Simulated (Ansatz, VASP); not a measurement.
InP: VASP beside Ansatz

```
CELL_PARAMETERS angstrom
0.00000 3.10152 2.41919
3.10152 0.00000 2.41919
3.10152 3.10152 0.00000
ATOMIC_POSITIONS crystal
In 0.00000 0.00000 0.00000
P 0.50000 0.50000 0.50000
```

Alike in both runs: task single point; functional PBEsol; k mesh 6 × 6 × 6; occupations gaussian, width 0.15 eV; no spin polarisation.

|  | VASP | Ansatz |
| --- | --- | --- |
| version | VASP 6.6.1 | Ansatz 0.2.0 |
| potentials or method | VASP PAW PBE potentials, release 64 (In_d, P), cutoff 520 eV | scalar-relativistic, plane waves, PAW |
| valence electrons in the cell | 18 | 18 |

Ansatz gave:

| Quantity | Value |
| --- | --- |
| gap on the k mesh at the Fermi level (eV) | none |
| pressure (GPa) | -0.2 |
| traceless stress, the component that is largest in VASP (GPa) | 18.52 |

Task: Estimate VASP's values.

Result: gap on the k mesh at the Fermi level (eV): none; pressure (GPa): -0.3; traceless stress, the component that is largest in VASP (GPa): 18.43.

VASP's potentials were made for PBE, not for PBEsol. A gap of «none» marks a metal or a gap that the smearing closes. The functional is the same, so the differences come from potentials, cutoffs and numerics.
